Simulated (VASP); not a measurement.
# HfMoC2 (P4/mmm) in VASP: a series of runs

Runs on HfMoC2. Level: r2SCAN+U. Tasks: single point.

All numbers are computed with VASP 6.6.1; they aren't measurements. Logs are shortened: lines on timing, memory, paths and dates and some standing lists are left out, and cuts for length are marked.

## 1. The cell of the first run

Symmetry: P4/mmm, No. 123, tetragonal system. The conventional cell has a = 3.191 Å, b = 3.191 Å, c = 4.485 Å, α = 90.00°, β = 90.00°, γ = 90.00°. Hf (site symmetry 4/mmm) has 6 C at 2.24 to 2.26 Å within 3.0 Å. Within 3.0 Å of Mo (site symmetry 4/mmm) lie 6 C at 2.24 to 2.26 Å. C (site symmetry 4/mmm) has 2 Mo at 2.24 Å and 4 Hf at 2.26 Å within 3.0 Å. C (site symmetry 4/mmm) has 2 Hf at 2.24 Å and 4 Mo at 2.26 Å within 3.0 Å.

## 2. Single point, r2SCAN+U

Input file POSCAR:

```
HfMoC2
1.0
    3.1914230000      0.0000000000      0.0000000000
    0.0000000000      3.1914230000      0.0000000000
    0.0000000000      0.0000000000      4.4851640000
Hf Mo C
1 1 2
Direct
    0.0000000000      0.0000000000      0.0000000000
    0.5000000000      0.5000000000      0.5000000000
    0.5000000000      0.5000000000      0.0000000000
    0.0000000000      0.0000000000      0.5000000000
```

Input file INCAR.step1:

```
ALGO = Normal
EDIFF = 1E-4
ENCUT = 520
GGA = PE
ISMEAR = -1
LASPH = T
LCHARG = F
LDAU = T
LDAUJ = 0 0 0
LDAUL = 2 2 -1
LDAUTYPE = 2
LDAUU = 6 6 0
LMAXMIX = 4
LREAL = F
LWAVE = T
NBANDS = 24
NELM = 150
PREC = Accurate
SIGMA = 0.05
```

Input file INCAR.step2:

```
ALGO = Normal
EDIFF = 1E-6
ENCUT = 520
ISIF = 2
ISMEAR = -1
ISTART = 1
LASPH = T
LCHARG = F
LDAU = T
LDAUJ = 0 0 0
LDAUL = 2 2 -1
LDAUPRINT = 1
LDAUTYPE = 2
LDAUU = 6 6 0
LMAXMIX = 4
LMIXTAU = T
LREAL = F
LWAVE = F
METAGGA = R2SCAN
NBANDS = 24
NELM = 150
PREC = Accurate
SIGMA = 0.05
```

Input file KPOINTS:

```
k-points
0
Gamma
  8 8 6
```

Potentials or basis: VASP PAW PBE potentials, release 64 (Hf_pv, Mo_sv, C).

The run is started by

```
$ cat potpaw_PBE.64/Hf_pv/POTCAR potpaw_PBE.64/Mo_sv/POTCAR potpaw_PBE.64/C/POTCAR > POTCAR
$ cp INCAR.step1 INCAR
$ mpirun -np 1 vasp_std > vasp.out
$ cp INCAR.step2 INCAR
$ mpirun -np 1 vasp_std > vasp.out
```

OUTCAR:

```text
EDIFF = 1E-6
   ENCUT = 520
   ISIF = 2
   ISMEAR = -1
   ISTART = 1
   LASPH = T
   LREAL = F
   METAGGA = R2SCAN
   NELM = 150
   PREC = Accurate

 ion  position               nearest neighbor table
   1  0.000  0.000  0.000-   4 2.24   4 2.24   3 2.26   3 2.26   3 2.26   3 2.26   2 3.18   2 3.18
                             2 3.18   2 3.18   2 3.18   2 3.18   2 3.18   2 3.18
   2  0.500  0.500  0.500-   3 2.24   3 2.24   4 2.26   4 2.26   4 2.26   4 2.26   1 3.18   1 3.18
                             1 3.18   1 3.18   1 3.18   1 3.18   1 3.18   1 3.18
   3  0.500  0.500  0.000-   2 2.24   2 2.24   1 2.26   1 2.26   1 2.26   1 2.26
   4  0.000  0.000  0.500-   1 2.24   1 2.24   2 2.26   2 2.26   2 2.26   2 2.26

  LATTYP: Found a simple tetragonal cell.
 ALAT       =     3.1914230000
 C/A-ratio  =     1.4053806092

  Lattice vectors:

 A1 = (   3.1914230000,   0.0000000000,   0.0000000000)
 A2 = (   0.0000000000,   3.1914230000,   0.0000000000)
 A3 = (   0.0000000000,   0.0000000000,   4.4851640000)

Analysis of symmetry for initial positions (statically):
=====================================================================
 Subroutine PRICEL returns:
 Original cell was already a primitive cell.

 Routine SETGRP: Setting up the symmetry group for a
 simple tetragonal supercell.

 Subroutine GETGRP returns: Found 16 space group operations
 (whereof 16 operations were pure point group operations)
 out of a pool of 16 trial point group operations.

The static configuration has the point symmetry D_4h.

Analysis of symmetry for dynamics (positions and initial velocities):
=====================================================================
 Subroutine PRICEL returns:
 Original cell was already a primitive cell.

 Routine SETGRP: Setting up the symmetry group for a
 simple tetragonal supercell.

 Subroutine GETGRP returns: Found 16 space group operations
 (whereof 16 operations were pure point group operations)
 out of a pool of 16 trial point group operations.

The dynamic configuration has the point symmetry D_4h.

 Subroutine INISYM returns: Found 16 space group operations
 (whereof 16 operations are pure point group operations),
 and found     1 'primitive' translations

----------------------------------------------------------------------------------------

                                     Primitive cell

  volume of cell :      45.6822

  direct lattice vectors                    reciprocal lattice vectors
     3.191423000  0.000000000  0.000000000     0.313339849  0.000000000  0.000000000
     0.000000000  3.191423000  0.000000000     0.000000000  0.313339849  0.000000000
     0.000000000  0.000000000  4.485164000     0.000000000  0.000000000  0.222957288

  length of vectors
     3.191423000  3.191423000  4.485164000     0.313339849  0.313339849  0.222957288

  position of ions in fractional coordinates (direct lattice)
     0.000000000  0.000000000  0.000000000
     0.500000000  0.500000000  0.500000000
     0.500000000  0.500000000  0.000000000
     0.000000000  0.000000000  0.500000000

  ion indices of the primitive-cell ions
   primitive index   ion index
                 1           1
                 2           2
                 3           3
                 4           4

----------------------------------------------------------------------------------------

 KPOINTS: k-points

Automatic generation of k-mesh.
 Grid dimensions read from file:
 generate k-points for:    8    8    6
[... 92 lines left out ...]
   J (eV)           for each species LDAUJ =   0.0  0.0  0.0
   METAGGA = R2SCAN    functional components
   LHFCALC =     F    Hartree Fock is set to
   AEXX    =    0.0000 exact exchange contribution
   IVDW    =     0    specifies the selected vdW correction
   LEPSILON=     F    determine dielectric tensor
   LRPA    =     F    only Hartree local field effects (RPA)
 non-spin polarized calculation
  energy-cutoff  :      520.00
  volume of cell :       45.68
 maximum number of plane-waves:      1272
 NGX is ok and might be reduce to    24
   NGX = 11   NGY = 11   NGZ = 17

atom =   1  type =  1  l = 2

 onsite density matrix

spin component  1

  0.2340 -0.0000  0.0000 -0.0000 -0.0000
 -0.0000  0.1045  0.0000  0.0000 -0.0000
  0.0000  0.0000  0.2462 -0.0000 -0.0000
 -0.0000  0.0000 -0.0000  0.1045 -0.0000
 -0.0000 -0.0000 -0.0000 -0.0000  0.1001

spin component  2

  0.2340 -0.0000  0.0000 -0.0000 -0.0000
 -0.0000  0.1045  0.0000  0.0000 -0.0000
  0.0000  0.0000  0.2462 -0.0000 -0.0000
 -0.0000  0.0000 -0.0000  0.1045 -0.0000
 -0.0000 -0.0000 -0.0000 -0.0000  0.1001

 occupancies and eigenvectors

  o =  0.1001  v =  0.0000 -0.0000  0.0000  0.0000 -1.0000  0.0000  0.0000  0.0000  0.0000  0.0000      0.0000  0.0000  0.0000  0.0000  0.0000  0.0000  0.0000  0.0000  0.0000  0.0000
  o =  0.1001  v =  0.0000  0.0000  0.0000  0.0000  0.0000  0.0000 -0.0000  0.0000  0.0000 -1.0000      0.0000  0.0000  0.0000  0.0000  0.0000  0.0000  0.0000  0.0000  0.0000  0.0000
  o =  0.1045  v =  0.0000  0.0000  0.0000  0.0000  0.0000  0.0000 -0.9997 -0.0000 -0.0253  0.0000      0.0000  0.0000  0.0000  0.0000  0.0000  0.0000  0.0000  0.0000  0.0000  0.0000
  o =  0.1045  v =  0.0000 -0.9997 -0.0000 -0.0253  0.0000  0.0000  0.0000  0.0000  0.0000  0.0000      0.0000  0.0000  0.0000  0.0000  0.0000  0.0000  0.0000  0.0000  0.0000  0.0000
  o =  0.1045  v =  0.0000 -0.0253  0.0000  0.9997  0.0000  0.0000  0.0000  0.0000  0.0000  0.0000      0.0000  0.0000  0.0000  0.0000  0.0000  0.0000  0.0000  0.0000  0.0000  0.0000
  o =  0.1045  v =  0.0000  0.0000  0.0000  0.0000  0.0000  0.0000 -0.0253  0.0000  0.9997  0.0000      0.0000  0.0000  0.0000  0.0000  0.0000  0.0000  0.0000  0.0000  0.0000  0.0000
  o =  0.2340  v =  1.0000  0.0000  0.0000  0.0000  0.0000  0.0000  0.0000  0.0000  0.0000  0.0000      0.0000  0.0000  0.0000  0.0000  0.0000  0.0000  0.0000  0.0000  0.0000  0.0000
  o =  0.2340  v =  0.0000  0.0000  0.0000  0.0000  0.0000  1.0000  0.0000  0.0000  0.0000  0.0000      0.0000  0.0000  0.0000  0.0000  0.0000  0.0000  0.0000  0.0000  0.0000  0.0000
  o =  0.2462  v =  0.0000  0.0000  0.0000  0.0000  0.0000  0.0000  0.0000 -1.0000  0.0000 -0.0000      0.0000  0.0000  0.0000  0.0000  0.0000  0.0000  0.0000  0.0000  0.0000  0.0000
  o =  0.2462  v =  0.0000  0.0000 -1.0000  0.0000 -0.0000  0.0000  0.0000  0.0000  0.0000  0.0000      0.0000  0.0000  0.0000  0.0000  0.0000  0.0000  0.0000  0.0000  0.0000  0.0000

atom =   2  type =  2  l = 2

 onsite density matrix

spin component  1

  0.3768 -0.0000  0.0000 -0.0000  0.0000
 -0.0000  0.4386 -0.0000  0.0000  0.0000
  0.0000 -0.0000  0.3409  0.0000  0.0000
 -0.0000  0.0000  0.0000  0.4386 -0.0000
  0.0000  0.0000  0.0000 -0.0000  0.2576

spin component  2

  0.3768 -0.0000  0.0000 -0.0000  0.0000
 -0.0000  0.4386 -0.0000  0.0000  0.0000
  0.0000 -0.0000  0.3409  0.0000  0.0000
 -0.0000  0.0000  0.0000  0.4386 -0.0000
  0.0000  0.0000  0.0000 -0.0000  0.2576

 occupancies and eigenvectors

  o =  0.2576  v =  0.0000  0.0000  0.0000  0.0000  1.0000  0.0000  0.0000  0.0000  0.0000  0.0000      0.0000  0.0000  0.0000  0.0000  0.0000  0.0000  0.0000  0.0000  0.0000  0.0000
  o =  0.2576  v =  0.0000  0.0000  0.0000  0.0000  0.0000  0.0000  0.0000  0.0000  0.0000  1.0000      0.0000  0.0000  0.0000  0.0000  0.0000  0.0000  0.0000  0.0000  0.0000  0.0000
  o =  0.3409  v =  0.0000 -0.0000 -1.0000 -0.0000  0.0000  0.0000  0.0000  0.0000  0.0000  0.0000      0.0000  0.0000  0.0000  0.0000  0.0000  0.0000  0.0000  0.0000  0.0000  0.0000
  o =  0.3409  v =  0.0000  0.0000  0.0000  0.0000  0.0000  0.0000 -0.0000 -1.0000 -0.0000  0.0000      0.0000  0.0000  0.0000  0.0000  0.0000  0.0000  0.0000  0.0000  0.0000  0.0000
  o =  0.3768  v =  0.0000  0.0000  0.0000  0.0000  0.0000  1.0000  0.0000  0.0000  0.0000  0.0000      0.0000  0.0000  0.0000  0.0000  0.0000  0.0000  0.0000  0.0000  0.0000  0.0000
  o =  0.3768  v =  1.0000  0.0000  0.0000  0.0000  0.0000  0.0000  0.0000  0.0000  0.0000  0.0000      0.0000  0.0000  0.0000  0.0000  0.0000  0.0000  0.0000  0.0000  0.0000  0.0000
  o =  0.4386  v =  0.0000  0.0000  0.0000  0.0000  0.0000  0.0000 -0.1004 -0.0000  0.9949  0.0000      0.0000  0.0000  0.0000  0.0000  0.0000  0.0000  0.0000  0.0000  0.0000  0.0000
  o =  0.4386  v =  0.0000 -0.1004 -0.0000  0.9949  0.0000  0.0000  0.0000  0.0000  0.0000  0.0000      0.0000  0.0000  0.0000  0.0000  0.0000  0.0000  0.0000  0.0000  0.0000  0.0000
  o =  0.4386  v =  0.0000  0.9949 -0.0000  0.1004 -0.0000  0.0000  0.0000  0.0000  0.0000  0.0000      0.0000  0.0000  0.0000  0.0000  0.0000  0.0000  0.0000  0.0000  0.0000  0.0000
  o =  0.4386  v =  0.0000  0.0000  0.0000  0.0000  0.0000  0.0000  0.9949 -0.0000  0.1004 -0.0000      0.0000  0.0000  0.0000  0.0000  0.0000  0.0000  0.0000  0.0000  0.0000  0.0000

 number of electron      31.9999999 magnetization

 Free energy of the ion-electron system (eV)
  ---------------------------------------------------
  ext. energy  EPLUGINS =         0.00000000
  ---------------------------------------------------
  free energy    TOTEN  =       -81.81314222 eV

  energy without entropy =      -81.79525136  energy(sigma->0) =      -81.80419679

 E-fermi :  10.1296     XC(G=0): -13.8409

 val. band max:       10.1221521031   @ k =   0.3750   0.3750   0.3333
 cond. band min:      10.1352509006   @ k =   0.1250   0.1250   0.1667
 fundamental gap:      0.0130987974
 Fermi energy:        10.1295890214

 k-point     1 :       0.0000    0.0000    0.0000
  band No.  band energies     occupation
      1     -54.6568      2.00000
      2     -27.9532      2.00000
      3     -27.9532      2.00000
      4     -27.8539      2.00000
      5     -22.8716      2.00000
      6     -22.6256      2.00000
[... 637 lines left out ...]
     23      16.6486      0.00000
     24      18.1986      0.00000

 [... further k-points ...]
[... 5 lines left out ...]
  --------------------------------------------------------------------------------------
  -------------------------------------------------------------------------------------
  Total        4.0244113      4.0244113      4.9118296      0.0000000      0.0000000     -0.0000000
  in kB      141.1451232    141.1451232    172.2688699      0.0000000      0.0000000     -0.0000000
  external PRESSURE =     151.5197054 kB  Pullay stress =       0.0000000 kB

 VOLUME and BASIS-vectors are now :
 -----------------------------------------------------------------------------
  energy-cutoff  :      520.00
  volume of cell :       45.68
      direct lattice vectors                 reciprocal lattice vectors
     3.191423000  0.000000000  0.000000000     0.313339849  0.000000000  0.000000000
     0.000000000  3.191423000  0.000000000     0.000000000  0.313339849  0.000000000
     0.000000000  0.000000000  4.485164000     0.000000000  0.000000000  0.222957288

 POSITION                                       TOTAL-FORCE (eV/Angst)
 -----------------------------------------------------------------------------------
      0.00000      0.00000      0.00000         0.000000      0.000000      0.000000
      1.59571      1.59571      2.24258         0.000000      0.000000      0.000000
      1.59571      1.59571      0.00000         0.000000      0.000000      0.000000
      0.00000      0.00000      2.24258         0.000000      0.000000      0.000000
 -----------------------------------------------------------------------------------
    total drift:                                0.000000     -0.000000     -0.000000

  FREE ENERGIE OF THE ION-ELECTRON SYSTEM (eV)
  ---------------------------------------------------
  free  energy   TOTEN  =       -81.8131422216 eV

  energy  without entropy=      -81.7952513618  energy(sigma->0) =      -81.80419679
```

Wall time 1.7 min (1 thread of Intel Xeon 6975P-C (Granite Rapids), shared host); peak memory 0.21 GiB.

What came out:

| Item | Value |
| --- | --- |
| Free energy | -81.8131 eV |
| Pressure | 15.2 GPa |
| Band gap on the k mesh | zero (bands 16 and 17 overlap by 2.48 eV) |

Eigenvalues of the final occupation matrices:
| site | spin | trace | eigenvalues |
| --- | --- | --- | --- |
| site 1 d | 1 | 0.79 | 0.10 0.10 0.10 0.23 0.25 |
| site 1 d | 2 | 0.79 | 0.10 0.10 0.10 0.23 0.25 |
| site 2 d | 1 | 1.85 | 0.26 0.34 0.38 0.44 0.44 |
| site 2 d | 2 | 1.85 | 0.26 0.34 0.38 0.44 0.44 |

Caveat: the cell stands under pressure; the PAW data sets were made with another functional, which shifts forces and pressure a little; spin-orbit coupling is left out, which moves the levels of the heavy elements; U without spin polarisation on a metal has little footing; the U is typed as a test and isn't derived for this compound.

## 3. Single point, r2SCAN+U

POSCAR is that of step 2.

Input file INCAR.step1:

```
SYSTEM = HfMoC2
PREC     = Accurate       ! precision mode
ENCUT    = 520            ! plane-wave cutoff, eV
ISMEAR   = -1             ! smearing method
SIGMA    = 0.05           ! smearing width, eV
LREAL    = .FALSE.        ! projectors in reciprocal space
LASPH    = .TRUE.         ! aspherical terms in the spheres
NELM     = 150            ! most SCF steps
LMAXMIX  = 4              ! l up to which the mixer works
LDAU     = .TRUE.         ! DFT+U
LDAUTYPE = 2            
LDAUL    = 2 2 -1         ! shell
LDAUU    = 8 8 0          ! U, eV
LDAUJ    = 0 0 0        
NBANDS   = 24             ! bands
GGA      = PE             ! functional
ALGO     = Normal         ! electronic algorithm
EDIFF    = 1E-4           ! SCF threshold, eV
LWAVE    = .TRUE.         ! write WAVECAR
LCHARG   = .FALSE.        ! write CHGCAR
```

Input file INCAR.step2:

```
SYSTEM = HfMoC2
PREC     = Accurate       ! precision mode
ENCUT    = 520            ! plane-wave cutoff, eV
EDIFF    = 1E-6           ! SCF threshold, eV
ISMEAR   = -1             ! smearing method
SIGMA    = 0.05           ! smearing width, eV
LREAL    = .FALSE.        ! projectors in reciprocal space
LASPH    = .TRUE.         ! aspherical terms in the spheres
NELM     = 150            ! most SCF steps
ALGO     = Normal         ! electronic algorithm
ISIF     = 2              ! what is computed and relaxed
LWAVE    = .FALSE.        ! write WAVECAR
LCHARG   = .FALSE.        ! write CHGCAR
LMAXMIX  = 4              ! l up to which the mixer works
LDAU     = .TRUE.         ! DFT+U
LDAUTYPE = 2            
LDAUL    = 2 2 -1         ! shell
LDAUU    = 8 8 0          ! U, eV
LDAUJ    = 0 0 0        
LDAUPRINT= 1            
METAGGA  = R2SCAN         ! meta-GGA
LMIXTAU  = .TRUE.       
NBANDS   = 24             ! bands
ISTART   = 1
```

Input file KPOINTS:

```
regular mesh
0
G
  8 8 6
  0 0 0
```

Potentials or basis: VASP PAW PBE potentials, release 64 (Hf_pv, Mo_sv, C).

The run is started by

```
$ cat potpaw_PBE.64/Hf_pv/POTCAR potpaw_PBE.64/Mo_sv/POTCAR potpaw_PBE.64/C/POTCAR > POTCAR
$ cp INCAR.step1 INCAR
$ mpirun -np 1 vasp_std > vasp.out
$ cp INCAR.step2 INCAR
$ mpirun -np 1 vasp_std > vasp.out
```

Wall time 100 s (1 thread of Intel Xeon 6975P-C (Granite Rapids), shared host); peak memory 0.21 GiB.

It converged, with:

- Free energy: -78.2889 eV
- Pressure: 21.7 GPa
- Band gap on the k mesh: zero (bands 16 and 17 overlap by 2.48 eV)

Stress tensor (GPa, compression positive):
```
20.68  0.00  0.00
 0.00 20.68  0.00
 0.00  0.00 23.77
```

Levels at points of the mesh, in eV from the Fermi level:
| k point | band 12 | band 13 | band 14 | band 15 | band 16 | band 17 | band 18 | band 19 | band 20 | band 21 |
| --- | --- | --- | --- | --- | --- | --- | --- | --- | --- | --- |
| (0.00, 0.00, 0.00) | -1.82 | -1.82 | -1.60 | -1.60 | -0.36 | -0.36 | -0.32 | -0.32 | 0.83 | 1.07 |
| (0.50, 0.00, 0.00) | -5.26 | -5.07 | -3.82 | -3.81 | -0.89 | 1.85 | 2.00 | 3.63 | 4.74 | 5.00 |
| (0.50, 0.50, 0.00) | -4.01 | -4.01 | -1.69 | -1.69 | -1.68 | -1.67 | 1.84 | 2.71 | 2.72 | 4.90 |
| (0.00, 0.00, 0.50) | -2.84 | -2.84 | -2.74 | -1.96 | -1.96 | -0.35 | -0.22 | 1.75 | 1.75 | 4.52 |
| (0.50, 0.00, 0.50) | -5.48 | -5.07 | -4.61 | -4.39 | 0.79 | 1.46 | 2.15 | 5.55 | 5.79 | 5.90 |
| (0.50, 0.50, 0.50) | -4.89 | -4.69 | -4.69 | -4.66 | 0.63 | 0.63 | 2.72 | 3.65 | 3.99 | 3.99 |

Eigenvalues of the final occupation matrices:
```
    site  spin  trace               eigenvalues
site 1 d     1   0.75  0.09 0.10 0.10 0.23 0.24
site 1 d     2   0.75  0.09 0.10 0.10 0.23 0.24
site 2 d     1   1.83  0.23 0.32 0.37 0.45 0.45
site 2 d     2   1.83  0.23 0.32 0.37 0.45 0.45
```

Caveat: the cell stands under pressure; the PAW data sets were made with another functional, which shifts forces and pressure a little; spin-orbit coupling is left out, which moves the levels of the heavy elements; U without spin polarisation on a metal has little footing; the U is typed as a test and isn't derived for this compound.
